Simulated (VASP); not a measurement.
Write the native input for VASP 6.6.1 that does the following.

```yaml
Task: relaxation of cell and atoms
Functional: PBEsol
Potentials_or_basis: VASP PAW PBE potentials, release 64 (I)
Cutoff: 600 eV
k_mesh: 7 × 7 × 11
Occupations: fermi-dirac, width 0.05 eV
Spin: no spin polarisation
Dipole_correction: no
Further_INCAR_settings: ALGO = Normal; EDIFF = 1e-07; IBRION = 2; EDIFFG = -0.005; NSW = 80; ISIF = 3
```

The structure of I lies in POSCAR:

```
I
1.0
    2.5383465792     -3.7066249365      0.0000000000
    2.5383465792      3.7066249365      0.0000000000
   -1.6208748370      0.0000000000      2.3810977968
I
1
Direct
    0.5000000000      0.5000000000      0.5000000000
```

The input as run:

INCAR

```
SYSTEM = I
PREC = Accurate ; ENCUT = 600
EDIFF = 1E-7 ; ISMEAR = -1
SIGMA = 0.05 ; LREAL = .False.
LASPH = .True. ; NELM = 80
ALGO = Normal ; ISIF = 3
LWAVE = .False. ; LCHARG = .False.
GGA = PS ; IBRION = 2
NSW = 80 ; EDIFFG = -0.005
```

KPOINTS

```
Automatic mesh
0
Gamma
  7 7 11
  0 0 0
```

Potentials or basis: VASP PAW PBE potentials, release 64 (I).

Launch:

```console
$ cat potpaw_PBE.64/I/POTCAR > POTCAR
$ mpirun -np 1 vasp_std > vasp.out
```

It gave:

- Relaxed volume: 38.06 Å³/atom
- Relaxed cell: a = 4.483 Å, b = 4.483 Å, c = 3.114 Å, α = 113.06°, β = 113.06°, γ = 115.83°
- Space group after relaxing (to 0.1 Å): C2/m (No. 12)
- Energy gained by relaxing: 70.2 meV/atom
- Ionic steps: 55
- Pressure after relaxing: 0.0 GPa
- Band gap on the k mesh: zero (an odd number of electrons rules out a gap without spin polarisation)

Caveat: the volume moved by over 15 % at a fixed basis, so the end points are rough; the PAW data sets were made with another functional, which shifts forces and pressure a little; spin-orbit coupling is left out, which moves the levels of the heavy elements; an odd number of electrons without spin polarisation forces a metal; a magnetic or distorted state may lie lower.

Run time: 14 min on 1 thread of AMD EPYC 9R45 96-Core Processor (Zen 5), on a shared host, peak memory 0.21 GiB.
